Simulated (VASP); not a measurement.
# BiTe in VASP: a series of runs

Runs on BiTe. Level: PBEsol. Tasks: single point.

Everything below comes from runs of VASP 6.6.1. Logs are shortened: lines on timing, memory, paths and dates and some standing lists are left out, and cuts for length are marked.

### 1 The cell of the first run

It takes space group Fm-3m (No. 225, cubic). Conventional cell: a = 6.401 Å, b = 6.401 Å, c = 6.401 Å, α = 90.00°, β = 90.00°, γ = 90.00°. Bi (site symmetry m-3m) has 6 Te at 3.20 Å within 4.2 Å. Te (site symmetry m-3m) has 6 Bi at 3.20 Å within 4.2 Å.

### 2 Single point, PBEsol

INCAR reads:

```
SYSTEM = BiTe
PREC = Accurate
ENCUT = 520
EDIFF = 1E-7
ISMEAR = -1
SIGMA = 0.15
LREAL = .False.
LASPH = .True.
NELM = 60
ALGO = Normal
ISIF = 2
LWAVE = .False.
LCHARG = .False.
GGA = PS
NBANDS = 18
```

KPOINTS reads:

```
regular mesh
0
Gamma
  12 12 12
  0 0 0
```

POSCAR reads:

```
BiTe
1.0
    0.0000000000      3.2005777672      3.2005777672
    3.2005777672      0.0000000000      3.2005777672
    3.2005777672      3.2005777672      0.0000000000
Bi Te
1 1
Direct
    0.0000000000      0.0000000000      0.0000000000
    0.5000000000      0.5000000000      0.5000000000
```

Potentials or basis: VASP PAW PBE potentials, release 64 (Bi_d, Te).

The run is started by

```
> cat potpaw_PBE.64/Bi_d/POTCAR potpaw_PBE.64/Te/POTCAR > POTCAR
> mpirun -np 1 vasp_std > vasp.out
```

OUTCAR:

```text
SYSTEM = BiTe
   PREC = Accurate
   ENCUT = 520
   EDIFF = 1E-7
   ISMEAR = -1
   LREAL = .False.
   LASPH = .True.
   NELM = 60
   ISIF = 2
   GGA = PS

 ion  position               nearest neighbor table
   1  0.000  0.000  0.000-   2 3.20   2 3.20   2 3.20   2 3.20   2 3.20   2 3.20
   2  0.500  0.500  0.500-   1 3.20   1 3.20   1 3.20   1 3.20   1 3.20   1 3.20

  LATTYP: Found a face centered cubic cell.
 ALAT       =     6.4011555344

  Lattice vectors:

 A1 = (   0.0000000000,   3.2005777672,   3.2005777672)
 A2 = (   3.2005777672,   0.0000000000,   3.2005777672)
 A3 = (   3.2005777672,   3.2005777672,   0.0000000000)

Analysis of symmetry for initial positions (statically):
=====================================================================
 Subroutine PRICEL returns:
 Original cell was already a primitive cell.

 Routine SETGRP: Setting up the symmetry group for a
 face centered cubic supercell.

 Subroutine GETGRP returns: Found 48 space group operations
 (whereof 48 operations were pure point group operations)
 out of a pool of 48 trial point group operations.

The static configuration has the point symmetry O_h .

Analysis of symmetry for dynamics (positions and initial velocities):
=====================================================================
 Subroutine PRICEL returns:
 Original cell was already a primitive cell.

 Routine SETGRP: Setting up the symmetry group for a
 face centered cubic supercell.

 Subroutine GETGRP returns: Found 48 space group operations
 (whereof 48 operations were pure point group operations)
 out of a pool of 48 trial point group operations.

The dynamic configuration has the point symmetry O_h .

 Subroutine INISYM returns: Found 48 space group operations
 (whereof 48 operations are pure point group operations),
 and found     1 'primitive' translations

----------------------------------------------------------------------------------------

                                     Primitive cell

  volume of cell :      65.5715

  direct lattice vectors                    reciprocal lattice vectors
     0.000000000  3.200577767  3.200577767    -0.156221794  0.156221794  0.156221794
     3.200577767  0.000000000  3.200577767     0.156221794 -0.156221794  0.156221794
     3.200577767  3.200577767  0.000000000     0.156221794  0.156221794 -0.156221794

  length of vectors
     4.526300486  4.526300486  4.526300486     0.270584084  0.270584084  0.270584084

  position of ions in fractional coordinates (direct lattice)
     0.000000000  0.000000000  0.000000000
     0.500000000  0.500000000  0.500000000

  ion indices of the primitive-cell ions
   primitive index   ion index
                 1           1
                 2           2

----------------------------------------------------------------------------------------

 KPOINTS: regular mesh

Automatic generation of k-mesh.
 Grid dimensions read from file:
 generate k-points for:   12   12   12

 Generating k-lattice:

  Cartesian coordinates                     Fractional coordinates (reciprocal lattice)
    -0.013018483  0.013018483  0.013018483     0.083333333  0.000000000  0.000000000
     0.013018483 -0.013018483  0.013018483     0.000000000  0.083333333  0.000000000
     0.013018483  0.013018483 -0.013018483     0.000000000  0.000000000  0.083333333

  Length of vectors
     0.022548674  0.022548674  0.022548674

  Shift w.r.t. Gamma in fractional coordinates (k-lattice)
     0.000000000  0.000000000  0.000000000

 Subroutine IBZKPT returns following result:
 ===========================================

 Found     72 irreducible k-points:

 Following reciprocal coordinates:
            Coordinates               Weight
  0.000000  0.000000  0.000000      1.000000
  0.083333  0.000000  0.000000      8.000000
  0.166667  0.000000  0.000000      8.000000
  0.250000  0.000000  0.000000      8.000000
  0.333333  0.000000  0.000000      8.000000
  0.416667  0.000000  0.000000      8.000000
[... 16 lines left out ...]
  0.500000  0.166667  0.000000     24.000000
 -0.416667  0.166667  0.000000     24.000000
 [... further k-points ...]
   k-points           NKPTS =     72   k-points in BZ     NKDIM =     72   number of bands    NBANDS=     18
   number of dos      NEDOS =    301   number of ions     NIONS =      2
   total plane-waves  NPLWV =  46656
   dimension x,y,z NGX =    36 NGY =   36 NGZ =   36
   dimension x,y,z NGXF=    72 NGYF=   72 NGZF=   72
   ions per type =               1   1
   NGX,Y,Z   is equivalent  to a cutoff of  13.22, 13.22, 13.22 a.u.
   NGXF,Y,Z  is equivalent  to a cutoff of  26.44, 26.44, 26.44 a.u.
 SYSTEM =  BiTe
   PREC   = accura    normal or accurate (medium, high low for compatibility)
   ISTART =      0    job   : 0-new  1-cont  2-samecut
   ICHARG =      2    charge: 1-file 2-atom 10-const
   ISPIN  =      1    spin polarized calculation?
   LNONCOLLINEAR =      F non collinear calculations
   LSORBIT =      F    spin-orbit coupling
   LASPH  =      T    aspherical Exc in radial PAW
   ENCUT  =  520.0 eV  38.22 Ry    6.18 a.u.   8.42  8.42  8.42*2*pi/ulx,y,z
   NELM   =     60;   NELMIN=  2; NELMDL= -5     # of ELM steps
   EDIFF  = 0.1E-06   stopping-criterion for ELM
   LREAL  =      F    real-space projection
   EDIFFG = 0.1E-05   stopping-criterion for IOM
   NSW    =      0    number of steps for IOM
   IBRION =     -1    ionic relax: 0-MD 1-quasi-New 2-CG
   NFREE  =      0    steps in history (QN), initial steepest desc. (CG)
   ISIF   =      2    stress and relaxation
   ISYM   =      2    0-nonsym 1-usesym 2-fastsym
   POTIM  = 0.5000    time-step for ionic-motion
   TEBEG  =    0.0;   TEEND  =   0.0 temperature during run
   PSTRESS=    0.0 pullay stress
   NELECT =      21.0000    total number of electrons
   NUPDOWN=      -1.0000    fix difference up-down
   EMIN   =  10.00;   EMAX   =-10.00  energy-range for DOS
   EFERMI =   0.00;   METHOD = LEGACY
   ISMEAR =    -1;   SIGMA  =   0.15  broadening in eV -4-tet -1-fermi 0-gaus
   EFERMI_NEDOS =   21; number of points for ismear=-14 and -15
   IALGO  =     38    algorithm
   IMIX   =      4    mixing-type and parameters
     AMIX     =   0.40;   BMIX     =  1.00
     AMIX_MAG =   1.60;   BMIX_MAG =  1.00
  volume/ion in A,a.u.               =      32.79       221.25
  Fermi-wavevector in a.u.,A,eV,Ry     =   1.120064  2.116614 17.069102  1.254544
  Thomas-Fermi vector in A             =   2.256708
   LORBIT       =      0    0 simple, 1 ext, 2 COOP (PROOUT), +10 PAW based schemes
   GGA     = PS    functional components
   LHFCALC =     F    Hartree Fock is set to
   AEXX    =    0.0000 exact exchange contribution
   IVDW    =     0    specifies the selected vdW correction
   LEPSILON=     F    determine dielectric tensor
   LRPA    =     F    only Hartree local field effects (RPA)
 non-spin polarized calculation
  energy-cutoff  :      520.00
  volume of cell :       65.57
 maximum number of plane-waves:      1807
 NGX is ok and might be reduce to    36
   NGX = 17   NGY = 17   NGZ = 17

 number of electron      21.0000004 magnetization

 Free energy of the ion-electron system (eV)
  ---------------------------------------------------
  ext. energy  EPLUGINS =         0.00000000
  ---------------------------------------------------
  free energy    TOTEN  =        -8.03841398 eV

  energy without entropy =       -7.93935706  energy(sigma->0) =       -7.98888552

 E-fermi :   6.8894     XC(G=0):  -9.7357

 val. band max:        6.8392277235   @ k =  -0.4167   0.2500   0.0833
 cond. band min:       6.8920117355   @ k =   0.3333   0.0000   0.0000
 fundamental gap:      0.0527840121
 Fermi energy:         6.8894104639

 k-point     1 :       0.0000    0.0000    0.0000
  band No.  band energies     occupation
      1     -16.1968      2.00000
      2     -16.1968      2.00000
      3     -16.1903      2.00000
      4     -16.1903      2.00000
      5     -16.1903      2.00000
      6      -6.8763      2.00000
[... 10 lines left out ...]
     17      13.0324      0.00000
     18      13.2356      0.00000

 k-point     2 :       0.0833    0.0000    0.0000
  band No.  band energies     occupation
      1     -16.1970      2.00000
      2     -16.1970      2.00000
      3     -16.1901      2.00000
      4     -16.1898      2.00000
      5     -16.1898      2.00000
      6      -6.8115      2.00000
[... 10 lines left out ...]
     17      13.4855      0.00000
     18      13.7693      0.00000

 k-point     3 :       0.1667    0.0000    0.0000
  band No.  band energies     occupation
      1     -16.1979      2.00000
      2     -16.1979      2.00000
      3     -16.1897      2.00000
      4     -16.1885      2.00000
      5     -16.1885      2.00000
      6      -6.6179      2.00000
[... 10 lines left out ...]
     17      14.5416      0.00000
     18      14.9044      0.00000

 k-point     4 :       0.2500    0.0000    0.0000
  band No.  band energies     occupation
      1     -16.1992      2.00000
      2     -16.1992      2.00000
      3     -16.1892      2.00000
      4     -16.1865      2.00000
      5     -16.1865      2.00000
      6      -6.2993      2.00000
[... 375 lines left out ...]
      4     -16.1837      2.00000
      5     -16.1820      2.00000
      6      -5.5213      2.00000
[... 10 lines left out ...]
     17      15.5700      0.00000
     18      16.4297      0.00000

 k-point    23 :       0.5000    0.1667    0.0000
  band No.  band energies     occupation
      1     -16.2047      2.00000
      2     -16.1992      2.00000
      3     -16.1880      2.00000
      4     -16.1834      2.00000
      5     -16.1814      2.00000
      6      -4.9963      2.00000
[... 10 lines left out ...]
     17      15.6839      0.00000
     18      16.5074      0.00000

 k-point    24 :      -0.4167    0.1667    0.0000
  band No.  band energies     occupation
      1     -16.2038      2.00000
      2     -16.2003      2.00000
      3     -16.1870      2.00000
      4     -16.1834      2.00000
      5     -16.1820      2.00000
      6      -4.7896      2.00000
[... 10 lines left out ...]
     17      16.4344      0.00000
     18      17.6673      0.00000

 [... further k-points ...]

------------------------ aborting loop because EDIFF is reached ----------------------------------------

  FORCE on cell =-STRESS in cart. coord.  units (eV):
  Direction    XX          YY          ZZ          XY          YZ          ZX
  --------------------------------------------------------------------------------------
  -------------------------------------------------------------------------------------
  Total       -0.0069259     -0.0069259     -0.0069259      0.0000000     -0.0000000     -0.0000000
  in kB       -0.1692267     -0.1692267     -0.1692267      0.0000000     -0.0000000     -0.0000000
  external PRESSURE =      -0.1692267 kB  Pullay stress =       0.0000000 kB

 VOLUME and BASIS-vectors are now :
 -----------------------------------------------------------------------------
  energy-cutoff  :      520.00
  volume of cell :       65.57
      direct lattice vectors                 reciprocal lattice vectors
     0.000000000  3.200577767  3.200577767    -0.156221794  0.156221794  0.156221794
     3.200577767  0.000000000  3.200577767     0.156221794 -0.156221794  0.156221794
     3.200577767  3.200577767  0.000000000     0.156221794  0.156221794 -0.156221794

 POSITION                                       TOTAL-FORCE (eV/Angst)
 -----------------------------------------------------------------------------------
      0.00000      0.00000      0.00000         0.000000      0.000000      0.000000
      3.20058      3.20058      3.20058        -0.000000     -0.000000     -0.000000
 -----------------------------------------------------------------------------------
    total drift:                               -0.000000      0.000000      0.000000

  FREE ENERGIE OF THE ION-ELECTRON SYSTEM (eV)
  ---------------------------------------------------
  free  energy   TOTEN  =        -8.0384139825 eV

  energy  without entropy=       -7.9393570616  energy(sigma->0) =       -7.98888552
```

It took 1.8 min on 1 thread of Intel Xeon 8259CL, shared host; peak memory 0.26 GiB.

Results:

```yaml
Free_energy: -8.0384 eV
Pressure: 0.0 GPa
Band_gap_on_the_k_mesh: zero (an odd number of electrons rules out a gap without spin polarisation)
```

Caveat: the PAW data sets were made with another functional, which shifts forces and pressure a little; spin-orbit coupling is left out, which moves the levels of the heavy elements.

### 3 Single point, PBEsol (biaxial strain in the a-b plane: -3.0 %)

INCAR reads:

```
PREC = Accurate ; ENCUT = 520
EDIFF = 1E-6 ; ISMEAR = 0
SIGMA = 0.1 ; LREAL = False
LASPH = True ; NELM = 60
ALGO = Normal ; ISIF = 2
LWAVE = False ; LCHARG = False
GGA = PS ; NBANDS = 29
```

KPOINTS reads:

```
regular mesh
0
Gamma
  12 12 8
```

POSCAR reads:

```
BiTe
1.0
    3.1012392170      3.1012392170      0.0000000000
   -3.1012392170      3.1012392170      0.0000000000
    0.0000000000      0.0000000000      6.5094052019
Bi Te
2 2
Direct
    0.0000000000      0.0000000000      0.0000000000
    0.5000000000      0.5000000000      0.5000000000
    0.5000000000      0.5000000000      0.0000000000
    0.0000000000      0.0000000000      0.5000000000
```

Potentials or basis: VASP PAW PBE potentials, release 64 (Bi_d, Te).

The run is started by

```
> cat potpaw_PBE.64/Bi_d/POTCAR potpaw_PBE.64/Te/POTCAR > POTCAR
> mpirun -np 1 vasp_std > vasp.out
```

Wall time 2.2 min (1 thread of Intel Xeon 6975P-C (Granite Rapids), shared host); peak memory 0.55 GiB.

It converged, with:

- Free energy: -15.8656 eV
- Pressure: 2.8 GPa
- Band gap on the k mesh: zero (bands 21 and 22 overlap by 3.37 eV)

Stress tensor (GPa, compression positive):
```
 4.67  0.00  0.00
 0.00  4.67  0.00
 0.00  0.00 -0.95
```

Levels at points of the mesh, in eV from the Fermi level:
```csv
k point,band 19,band 20,band 21,band 22,band 23,band 24
"(0.00, 0.00, 0.00)",-2.97,-2.31,1.55,1.96,2.72,2.72
"(0.50, 0.00, 0.00)",-1.95,-1.95,-0.21,-0.21,0.03,0.03
"(0.50, 0.50, 0.00)",-4.10,-4.10,1.86,1.86,3.31,3.31
"(0.00, 0.00, 0.50)",-3.29,-3.29,1.03,1.03,2.70,2.70
"(0.50, 0.00, 0.50)",-1.51,-1.51,-1.02,-1.02,-0.69,-0.69
"(0.50, 0.50, 0.50)",-1.77,-1.77,-0.40,-0.40,4.11,4.11
```

Caveat: the cell differs from its parent crystal (biaxial strain in the a-b plane: -3.0 %); the PAW data sets were made with another functional, which shifts forces and pressure a little; spin-orbit coupling is left out, which moves the levels of the heavy elements.

(Continued in part 2 of 2.)
